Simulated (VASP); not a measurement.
# PbS in VASP: notebook

PbS is run at these levels: PBEsol; tasks: single point.

All numbers are computed with VASP 6.6.1; they aren't measurements. Logs are shortened: lines on timing, memory, paths and dates and some standing lists are left out, and cuts for length are marked.

**1. The cell of the first run**

The cell holds a slab with vacuum, 4 atoms: a = 4.090 Å, b = 4.090 Å, c = 8.576 Å, α = 90.00°, β = 90.00°, γ = 120.00°.

**2. Single point, PBEsol**

Input file INCAR:

```
SYSTEM = PbS
PREC = Accurate ; ENCUT = 400
EDIFF = 1E-6 ; ISMEAR = 1
SIGMA = 0.0382 ; LREAL = .FALSE.
LASPH = .TRUE. ; NELM = 120
ALGO = Normal ; ISIF = 2
LWAVE = .FALSE. ; LCHARG = .TRUE.
GGA = PS ; LELF = .TRUE.
LVHAR = .TRUE. ; NBANDS = 28
GGA_COMPAT = .FALSE. ; NELMDL = -8
```

Input file KPOINTS:

```
regular mesh
0
G
  4 4 2
  0 0 0
```

Input file POSCAR:

```
PbS
1.0
    4.0896980000      0.0000000000      0.0000000000
   -2.0448490000      3.5417820000      0.0000000000
    0.0000000000      0.0000000000      8.5763340000
Pb S
2 2
Direct
    0.0000000000      0.0000000000      0.0000000000
    0.0000000000      0.0000000000      0.4417000317
    0.6666666667      0.3333333333      0.2208500159
    0.6666666667      0.3333333333      0.6625500476
```

Potentials or basis: VASP PAW PBE potentials, release 64 (Pb_d, S).

Run with:

```sh
> cat potpaw_PBE.64/Pb_d/POTCAR potpaw_PBE.64/S/POTCAR > POTCAR
> mpirun -np 1 vasp_std > vasp.out
```

OUTCAR:

```text
SYSTEM = PbS
   PREC = Accurate
   ENCUT = 400
   EDIFF = 1E-6
   ISMEAR = 1
   LREAL = .FALSE.
   LASPH = .TRUE.
   NELM = 120
   ISIF = 2
   GGA = PS
   NELMDL = -8

 ion  position               nearest neighbor table
   1  0.000  0.000  0.000-   3 3.03   3 3.03   3 3.03   2 3.79
   2  0.000  0.000  0.442-   3 3.03   4 3.03   3 3.03   3 3.03   4 3.03   4 3.03   1 3.79
   3  0.667  0.333  0.221-   2 3.03   1 3.03   2 3.03   2 3.03   1 3.03   1 3.03
   4  0.667  0.333  0.663-   2 3.03   2 3.03   2 3.03

  LATTYP: Found a hexagonal cell.
 ALAT       =     4.0896980000
 C/A-ratio  =     2.0970580224

  Lattice vectors:

 A1 = (   4.0896980000,   0.0000000000,   0.0000000000)
 A2 = (  -2.0448490000,   3.5417820000,   0.0000000000)
 A3 = (   0.0000000000,   0.0000000000,   8.5763340000)

Analysis of symmetry for initial positions (statically):
=====================================================================
 Subroutine PRICEL returns:
 Original cell was already a primitive cell.

 Routine SETGRP: Setting up the symmetry group for a
 hexagonal supercell.

 Subroutine GETGRP returns: Found  6 space group operations
 (whereof  6 operations were pure point group operations)
 out of a pool of 24 trial point group operations.

The static configuration has the point symmetry C_3v.

Analysis of symmetry for dynamics (positions and initial velocities):
=====================================================================
 Subroutine PRICEL returns:
 Original cell was already a primitive cell.

 Routine SETGRP: Setting up the symmetry group for a
 hexagonal supercell.

 Subroutine GETGRP returns: Found  6 space group operations
 (whereof  6 operations were pure point group operations)
 out of a pool of 24 trial point group operations.

The dynamic configuration has the point symmetry C_3v.

 Subroutine INISYM returns: Found  6 space group operations
 (whereof  6 operations are pure point group operations),
 and found     1 'primitive' translations

----------------------------------------------------------------------------------------

                                     Primitive cell

  volume of cell :     124.2266

  direct lattice vectors                    reciprocal lattice vectors
     4.089698000  0.000000000  0.000000000     0.244516832  0.141171873  0.000000000
    -2.044849000  3.541782000  0.000000000     0.000000000  0.282343747  0.000000000
     0.000000000  0.000000000  8.576334000     0.000000000  0.000000000  0.116599937

  length of vectors
     4.089698000  4.089697687  8.576334000     0.282343725  0.282343747  0.116599937

  position of ions in fractional coordinates (direct lattice)
     0.000000000  0.000000000  0.000000000
     0.000000000  0.000000000  0.441700032
     0.666666667  0.333333333  0.220850016
     0.666666667  0.333333333  0.662550048

  ion indices of the primitive-cell ions
   primitive index   ion index
                 1           1
                 2           2
                 3           3
                 4           4

----------------------------------------------------------------------------------------

 KPOINTS: regular mesh

Automatic generation of k-mesh.
 Grid dimensions read from file:
 generate k-points for:    4    4    2

 Generating k-lattice:

  Cartesian coordinates                     Fractional coordinates (reciprocal lattice)
     0.061129208  0.035292968  0.000000000     0.250000000  0.000000000  0.000000000
     0.000000000  0.070585937  0.000000000     0.000000000  0.250000000  0.000000000
     0.000000000  0.000000000  0.058299968     0.000000000  0.000000000  0.500000000

  Length of vectors
     0.070585931  0.070585937  0.058299968

  Shift w.r.t. Gamma in fractional coordinates (k-lattice)
     0.000000000  0.000000000  0.000000000

 Subroutine IBZKPT returns following result:
 ===========================================

 Found      8 irreducible k-points:

 Following reciprocal coordinates:
            Coordinates               Weight
  0.000000  0.000000  0.000000      1.000000
  0.250000 -0.000000  0.000000      6.000000
  0.500000 -0.000000  0.000000      3.000000
  0.250000  0.250000  0.000000      6.000000
  0.000000  0.000000  0.500000      1.000000
  0.250000 -0.000000  0.500000      6.000000
  0.500000 -0.000000  0.500000      3.000000
  0.250000  0.250000  0.500000      6.000000
   k-points           NKPTS =      8   k-points in BZ     NKDIM =      8   number of bands    NBANDS=     28
   number of dos      NEDOS =    301   number of ions     NIONS =      4
   total plane-waves  NPLWV =  43904
   dimension x,y,z NGX =    28 NGY =   28 NGZ =   56
   dimension x,y,z NGXF=    56 NGYF=   56 NGZF=  112
   ions per type =               2   2
   NGX,Y,Z   is equivalent  to a cutoff of  11.38, 11.38, 10.86 a.u.
   NGXF,Y,Z  is equivalent  to a cutoff of  22.76, 22.76, 21.71 a.u.
 SYSTEM =  PbS
   PREC   = accura    normal or accurate (medium, high low for compatibility)
   ISTART =      0    job   : 0-new  1-cont  2-samecut
   ICHARG =      2    charge: 1-file 2-atom 10-const
   ISPIN  =      1    spin polarized calculation?
   LNONCOLLINEAR =      F non collinear calculations
   LSORBIT =      F    spin-orbit coupling
   LASPH  =      T    aspherical Exc in radial PAW
   ENCUT  =  400.0 eV  29.40 Ry    5.42 a.u.   6.67  6.67 13.99*2*pi/ulx,y,z
   NELM   =    120;   NELMIN=  2; NELMDL= -8     # of ELM steps
   EDIFF  = 0.1E-05   stopping-criterion for ELM
   LREAL  =      F    real-space projection
   EDIFFG = 0.1E-04   stopping-criterion for IOM
   NSW    =      0    number of steps for IOM
   IBRION =     -1    ionic relax: 0-MD 1-quasi-New 2-CG
   NFREE  =      0    steps in history (QN), initial steepest desc. (CG)
   ISIF   =      2    stress and relaxation
   ISYM   =      2    0-nonsym 1-usesym 2-fastsym
   POTIM  = 0.5000    time-step for ionic-motion
   TEBEG  =    0.0;   TEEND  =   0.0 temperature during run
   PSTRESS=    0.0 pullay stress
   NELECT =      40.0000    total number of electrons
   NUPDOWN=      -1.0000    fix difference up-down
   EMIN   =  10.00;   EMAX   =-10.00  energy-range for DOS
   EFERMI =   0.00;   METHOD = LEGACY
   ISMEAR =     1;   SIGMA  =   0.04  broadening in eV -4-tet -1-fermi 0-gaus
   EFERMI_NEDOS =   21; number of points for ismear=-14 and -15
   IALGO  =     38    algorithm
   IMIX   =      4    mixing-type and parameters
     AMIX     =   0.40;   BMIX     =  1.00
     AMIX_MAG =   1.60;   BMIX_MAG =  1.00
  volume/ion in A,a.u.               =      31.06       209.58
  Fermi-wavevector in a.u.,A,eV,Ry     =   1.122079  2.120421 17.130554  1.259060
  Thomas-Fermi vector in A             =   2.258736
   LORBIT       =      0    0 simple, 1 ext, 2 COOP (PROOUT), +10 PAW based schemes
   GGA     = PS    functional components
   LHFCALC =     F    Hartree Fock is set to
   AEXX    =    0.0000 exact exchange contribution
   IVDW    =     0    specifies the selected vdW correction
   LEPSILON=     F    determine dielectric tensor
   LRPA    =     F    only Hartree local field effects (RPA)
 non-spin polarized calculation
 Methfessel and Paxton  Order N= 1 SIGMA  =   0.04
  energy-cutoff  :      400.00
  volume of cell :      124.23
 maximum number of plane-waves:      2284
 NGX is ok and might be reduce to    28
   NGX = 13   NGY = 13   NGZ = 27

 number of electron      40.0000017 magnetization

 Free energy of the ion-electron system (eV)
  ---------------------------------------------------
  ext. energy  EPLUGINS =         0.00000000
  ---------------------------------------------------
  free energy    TOTEN  =       -17.36959124 eV

  energy without entropy =      -17.36996524  energy(sigma->0) =      -17.36971590

 E-fermi :   3.7206     XC(G=0):  -9.0683

 val. band max:        3.6924592677   @ k =   0.0000   0.0000   0.0000
 cond. band min:       4.0009528684   @ k =   0.2500   0.2500   0.0000
 fundamental gap:      0.3084936007
 Fermi energy:         3.7205603646

 k-point     1 :       0.0000    0.0000    0.0000
  band No.  band energies     occupation
      1     -13.5693      2.00000
      2     -13.5693      2.00000
      3     -13.5140      2.00000
      4     -13.4806      2.00000
      5     -13.4806      2.00000
      6     -12.6439      2.00000
[... 20 lines left out ...]
     27       9.9651      0.00000
     28      10.7556      0.00000

 k-point     2 :       0.2500   -0.0000    0.0000
  band No.  band energies     occupation
      1     -13.5777      2.00000
      2     -13.5405      2.00000
      3     -13.5019      2.00000
      4     -13.4950      2.00000
      5     -13.4844      2.00000
      6     -12.6561      2.00000
[... 20 lines left out ...]
     27       9.8805      0.00000
     28      10.9454      0.00000

 k-point     3 :       0.5000   -0.0000    0.0000
  band No.  band energies     occupation
      1     -13.5891      2.00000
      2     -13.5211      2.00000
      3     -13.5116      2.00000
      4     -13.4879      2.00000
      5     -13.4748      2.00000
      6     -12.6702      2.00000
[... 20 lines left out ...]
     27       9.3938      0.00000
     28      11.7472      0.00000

 k-point     4 :       0.2500    0.2500    0.0000
  band No.  band energies     occupation
      1     -13.5679      2.00000
      2     -13.5327      2.00000
      3     -13.5122      2.00000
      4     -13.4946      2.00000
      5     -13.4776      2.00000
      6     -12.6469      2.00000
[... 20 lines left out ...]
     27      10.4226      0.00000
     28      11.4676      0.00000

 k-point     5 :       0.0000    0.0000    0.5000
  band No.  band energies     occupation
      1     -13.5693      2.00000
      2     -13.5693      2.00000
      3     -13.5136      2.00000
      4     -13.4806      2.00000
      5     -13.4806      2.00000
      6     -12.6439      2.00000
[... 20 lines left out ...]
     27      10.6484      0.00000
     28      10.8850      0.00000

 k-point     6 :       0.2500   -0.0000    0.5000
  band No.  band energies     occupation
      1     -13.5777      2.00000
      2     -13.5406      2.00000
      3     -13.5018      2.00000
      4     -13.4946      2.00000
      5     -13.4843      2.00000
      6     -12.6560      2.00000
[... 20 lines left out ...]
     27      10.0541      0.00000
     28      11.0770      0.00000

 k-point     7 :       0.5000   -0.0000    0.5000
  band No.  band energies     occupation
      1     -13.5891      2.00000
      2     -13.5210      2.00000
      3     -13.5117      2.00000
      4     -13.4879      2.00000
      5     -13.4745      2.00000
      6     -12.6702      2.00000
[... 20 lines left out ...]
     27      10.2612      0.00000
     28      10.9674      0.00000

 k-point     8 :       0.2500    0.2500    0.5000
  band No.  band energies     occupation
      1     -13.5679      2.00000
      2     -13.5327      2.00000
      3     -13.5121      2.00000
      4     -13.4946      2.00000
      5     -13.4772      2.00000
      6     -12.6468      2.00000
[... 20 lines left out ...]
     27      10.5214      0.00000
     28      11.6225      0.00000

------------------------ aborting loop because EDIFF is reached ----------------------------------------

  FORCE on cell =-STRESS in cart. coord.  units (eV):
  Direction    XX          YY          ZZ          XY          YZ          ZX
  --------------------------------------------------------------------------------------
  -------------------------------------------------------------------------------------
  Total       -2.8653802     -2.8653796     -7.8703405      0.0000000     -0.0000000      0.0000000
  in kB      -36.9554149    -36.9554073   -101.5054479      0.0000000     -0.0000000      0.0000000
  external PRESSURE =     -58.4720900 kB  Pullay stress =       0.0000000 kB

 VOLUME and BASIS-vectors are now :
 -----------------------------------------------------------------------------
  energy-cutoff  :      400.00
  volume of cell :      124.23
      direct lattice vectors                 reciprocal lattice vectors
     4.089698000  0.000000000  0.000000000     0.244516832  0.141171873  0.000000000
    -2.044849000  3.541782000  0.000000000     0.000000000  0.282343747  0.000000000
     0.000000000  0.000000000  8.576334000     0.000000000  0.000000000  0.116599937

 POSITION                                       TOTAL-FORCE (eV/Angst)
 -----------------------------------------------------------------------------------
      0.00000      0.00000      0.00000         0.000000      0.000000      0.018475
      0.00000      0.00000      3.78817        -0.000000      0.000000      2.069985
      2.04485      1.18059      1.89408         0.000000      0.000000     -1.492642
      2.04485      1.18059      5.68225        -0.000000      0.000000     -0.595818
 -----------------------------------------------------------------------------------
    total drift:                               -0.000001      0.000000     -0.000111

  FREE ENERGIE OF THE ION-ELECTRON SYSTEM (eV)
  ---------------------------------------------------
  free  energy   TOTEN  =       -17.3695912376 eV

  energy  without entropy=      -17.3699652351  energy(sigma->0) =      -17.36971590
```

Run time: 40 s. Hardware: 1 thread of Intel Xeon Platinum 8259CL at 2.50GHz (Skylake/Cascade Lake), shared host; peak memory 0.19 GiB.

What came out:

| Property | Result |
| --- | --- |
| Free energy | -17.3696 eV |
| Largest force | 2.070 eV/Å |
| Band gap on the k mesh | 0.31 eV, indirect (least direct gap 0.71 eV) |

Forces on the atoms (eV/Å):
```
Pb   0.000  0.000  0.018
Pb   0.000  0.000  2.070
S    0.000  0.000 -1.493
S    0.000  0.000 -0.596
```

Levels at points of the mesh, in eV from the valence-band top:
| k point | band 18 | band 19 | band 20 | band 21 | band 22 | band 23 |
| --- | --- | --- | --- | --- | --- | --- |
| (0.00, 0.00, 0.00) | 0.00 | 0.00 | 0.00 | 0.94 | 3.48 | 3.48 |
| (0.50, 0.00, 0.00) | -1.71 | -0.91 | -0.55 | 0.93 | 2.29 | 2.42 |
| (0.00, 0.00, 0.50) | -1.19 | -0.02 | -0.02 | 2.40 | 3.49 | 3.49 |
| (0.50, 0.00, 0.50) | -1.76 | -0.99 | -0.69 | 0.71 | 1.41 | 2.77 |

Caveat: the k points lie up to 0.44 Å⁻¹ apart; the PAW data sets were made with another functional, which shifts forces and pressure a little; spin-orbit coupling is left out, which moves the levels of the heavy elements.

(Continued in part 2 of 2.)
